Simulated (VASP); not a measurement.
Here is a VASP 6.6.1 calculation.

File INCAR:

```
SYSTEM = SbSe4
PREC = Accurate
ENCUT = 520
EDIFF = 1E-6
ISMEAR = 0
SIGMA = 0.1
LREAL = .False.
LASPH = .True.
NELM = 100
ALGO = Normal
ISIF = 2
LWAVE = .False.
LCHARG = .False.
GGA = PE
NBANDS = 22
```

KPOINTS

```
Automatic mesh
0
Gamma
  4 4 4
  0 0 0
```

File POSCAR:

```
SbSe4
1.0
    4.1038578002     -3.3702407182      0.0000000000
    4.1038578002      3.3702407182      0.0000000000
    0.0000000000      0.0000000000      5.6091303753
Sb Se
1 4
Direct
    0.5000000000      0.5000000000      0.0000000000
    0.7805340596      0.7805340596      0.2956534825
    0.2194659404      0.2194659404      0.2956534825
    0.2194659404      0.2194659404      0.7043465175
    0.7805340596      0.7805340596      0.7043465175
```

Potentials or basis: VASP PAW PBE potentials, release 64 (Sb, Se).

Command:

```bash
$ cat potpaw_PBE.64/Sb/POTCAR potpaw_PBE.64/Se/POTCAR > POTCAR
$ mpirun -np 1 vasp_std > vasp.out
```

(1) Predict the pressure.

(2) Estimate the band gap on the k mesh.

Answers

(1) 0.1 GPa.

(2) zero (an odd number of electrons rules out a gap without spin polarisation).

Caveat: spin-orbit coupling is left out, which moves the levels of the heavy elements.
